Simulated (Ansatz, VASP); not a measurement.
NaF: VASP beside Ansatz

```
Na F
1.0
     0.00000    1.68426    1.68426
     1.68426    0.00000    1.68426
     1.68426    1.68426    0.00000
Na F
1 1
Direct
  0.00000 0.00000 0.00000
  0.50000 0.50000 0.50000
```

Change from the starting cell: volume scaled by 0.4, LAPW.

Alike in both runs: task single point; functional PBE; k mesh 11 × 11 × 11; occupations fermi-dirac, width 0.03 eV; no spin polarisation.

```csv
,VASP,Ansatz
version,VASP 6.6.1,Ansatz 0.2.0
potentials or method,"VASP PAW PBE potentials, release 64 (Na_pv, F), cutoff 520 eV","all-electron LAPW, scalar-relativistic"
```

Ansatz gave:

```
gap on the k mesh at the Fermi level (eV) : 14.74
pressure (GPa)                            : 450.4
```

Question: Which values does VASP return?

Answer: gap on the k mesh at the Fermi level (eV): 14.69; pressure (GPa): 472.2.

Both programs put the cell under a high pressure, so it lies far from rest at this level. Ansatz ran all-electron here, and VASP with PAW potentials.

Noted on VASP's run: the cell as given lies far from equilibrium.
